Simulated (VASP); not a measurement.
Write the native input for VASP 6.6.1 that does the following.

```yaml
Task: relaxation of the atoms
Functional: PBE
Dispersion: D3(BJ)
Potentials_or_basis: VASP PAW PBE potentials, release 64 (Hf_pv, S)
Cutoff: 450 eV
k_mesh: 12 × 12 × 6
Occupations: gaussian, width 0.02 eV
Spin: no spin polarisation
Dipole_correction: no
Further_INCAR_settings: ALGO = Normal; EDIFF = 1e-07; IBRION = 2; EDIFFG = -0.008; NSW = 60
```

The structure of HfS2 lies in POSCAR:

```
HfS2
1.0
    3.4435990161      0.0000000000      0.0000000000
   -1.7217995081      2.9822442284      0.0000000000
    0.0000000000      0.0000000000      5.5107202999
Hf S
1 2
Direct
    0.0000000000      0.0000000000      0.0000000000
    0.6666666667      0.3333333333      0.7331582756
    0.3333333333      0.6666666667      0.2668417244
```

This cell differs from its parent crystal: equal strain along all axes, cell held: -4.5 %.

These files were run (other wordings do the same):

INCAR

```
SYSTEM = HfS2
PREC = Accurate ; ENCUT = 450
EDIFF = 1E-7 ; ISMEAR = 0
SIGMA = 0.02 ; LREAL = .FALSE.
LASPH = .TRUE. ; NELM = 120
ALGO = Normal ; ISIF = 2
LWAVE = .FALSE. ; LCHARG = .FALSE.
GGA = PE ; IVDW = 12
IBRION = 2 ; NSW = 60
EDIFFG = -0.008 ; GGA_COMPAT = .FALSE.
NELMIN = 4
```

KPOINTS

```
regular mesh
0
G
  12 12 6
  0 0 0
```

Potentials or basis: VASP PAW PBE potentials, release 64 (Hf_pv, S).

Launch:

```console
$ cat potpaw_PBE.64/Hf_pv/POTCAR potpaw_PBE.64/S/POTCAR > POTCAR
$ mpirun -np 1 vasp_std > vasp.out
```

Results of the run:

```yaml
Energy_gained_by_relaxing: 6.6 meV/atom
Ionic_steps: 3
Pressure_after_relaxing: 8.3 GPa
Band_gap_on_the_k_mesh: 0.16 eV (least direct gap 1.24 eV)
Dispersion_energy_per_atom: -0.396 eV
```

Caveat: the cell differs from its parent crystal (equal strain along all axes, cell held: -4.5 %); semilocal functionals underestimate gaps, and a narrow one can read as zero; spin-orbit coupling is left out, which moves the levels of the heavy elements.

Wall time 64 s on 1 thread of Oxide Virtual Turin-like Processor, with other jobs on the host, peak memory 0.19 GiB.
